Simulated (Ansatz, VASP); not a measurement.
C: VASP beside Ansatz

Contents of INCAR:

```
  PREC = Accurate
  ENCUT = 520
  EDIFF = 1E-7
  ISMEAR = -1
  SIGMA = 0.05
  LREAL = False
  LASPH = True
  NELM = 80
  ALGO = Normal
  ISIF = 2
  LWAVE = False
  LCHARG = False
  GGA = PE
  NBANDS = 11
```

Contents of KPOINTS:

```
Automatic mesh
0
Gamma
  4 4 4
```

File POSCAR:

```
C
1.0
    0.0000000000      1.7833700000      1.7833700000
    1.7833700000      0.0000000000      1.7833700000
    1.7833700000      1.7833700000      0.0000000000
C
2
Direct
    0.7500000000      0.7500000000      0.7500000000
    0.5000000000      0.5000000000      0.5000000000
```

The input input.yaml:

```yaml
crystal:
  lattice:
    - [0.0, 1.78337, 1.78337]
    - [1.78337, 0.0, 1.78337]
    - [1.78337, 1.78337, 0.0]
  atoms:
    - { symbol: C, position: [0.75, 0.75, 0.75] }
    - { symbol: C, position: [0.5, 0.5, 0.5] }
hamiltonian:
  xc: pbe
  pseudopotentials: { kind: paw }
kpoints:
  mp_grid: { grid: [4, 4, 4] }
scf:
  occupations: { method: fermi_dirac, width: 0.05 }
output:
  forces: true
  stress: true
  eigenvalues: true
  write_density: true
  write_potential: true
  elf: true
  volumetric_format: npy
```

Alike in both runs: task single point; functional PBE; k mesh 4 × 4 × 4; occupations fermi-dirac, width 0.05 eV; no spin polarisation.

|  | VASP | Ansatz |
| --- | --- | --- |
| version | VASP 6.6.1 | Ansatz 0.2.0 |
| potentials or method | VASP PAW PBE potentials, release 64 (C) | Ansatz PAW |
| plane-wave cutoff (eV) | 520 | 420 |
| valence electrons in the cell | 8 | 8 |

```tsv
	VASP	Ansatz	Ansatz less VASP
gap on the k mesh at the Fermi level (eV)	4.43	4.44	+0.006
least direct gap on the mesh (eV)	5.58	5.59	+0.004
pressure (GPa)	3.6	3.0	-0.55
```

The functional is the same, so the differences come from potentials, cutoffs and numerics.

The k mesh is coarse, so the values compare programs but aren't converged. Noted on Ansatz's run: Pulay correction over one GPa.
